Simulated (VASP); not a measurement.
A run of VASP 6.6.1:

File INCAR:

```
ALGO     = Normal         # electronic algorithm
EDIFF    = 1E-6           # SCF threshold, eV
ENCUT    = 520            # plane-wave cutoff, eV
GGA      = PE             # functional
ISIF     = 2              # what is computed and relaxed
ISMEAR   = 0              # smearing method
LASPH    = True           # aspherical terms in the spheres
LCHARG   = True           # write CHGCAR
LELF     = True           # ELF
LREAL    = False          # projectors in reciprocal space
LVHAR    = True         
LWAVE    = False          # write WAVECAR
NBANDS   = 36             # bands
NELM     = 60             # most SCF steps
PREC     = Accurate       # precision mode
SIGMA    = 0.05           # smearing width, eV
```

KPOINTS

```
k-points
0
Gamma
  10 10 2
```

The input POSCAR:

```
SiC
1.0
    2.1898640950     -2.1898640950      0.0000000000
    2.1898640950      0.0000000000     -2.1898640950
    9.0481315145      9.0481315145      9.0481315145
Si C
6 6
Direct
    1.0000000000      0.0000000000      0.3831722417
    0.3333333333      0.3333333333      0.2218229736
    0.6666666667      0.6666666667      0.5445215097
    1.0000000000      1.0000000000      0.8672200457
    0.3333333333      0.3333333333      0.7058707777
    0.6666666667      0.6666666667      0.0604737056
    0.6666666667      0.6666666667      0.4235095587
    0.0000000000      0.0000000000      0.2621602906
    0.3333333333      0.3333333333      0.5848588267
    0.6666666667      0.6666666667      0.9075573627
    0.0000000000      0.0000000000      0.7462080947
    0.3333333333      0.3333333333      0.1008110226
```

Potentials or basis: VASP PAW PBE potentials, release 64 (Si, C).

The run is started by

```sh
$ cat potpaw_PBE.64/Si/POTCAR potpaw_PBE.64/C/POTCAR > POTCAR
$ mpirun -np 1 vasp_std > vasp.out
```

Hardware: 1 thread of Intel(R) Xeon(R) 6975P-C (Granite Rapids) (shared host).

Problem. How long does it take, and how much memory?

Solution. It took 51 s on 1 thread of Intel(R) Xeon(R) 6975P-C (Granite Rapids), on a shared host, peak memory 0.28 GiB. Counts: scf iterations 14, k points 28.
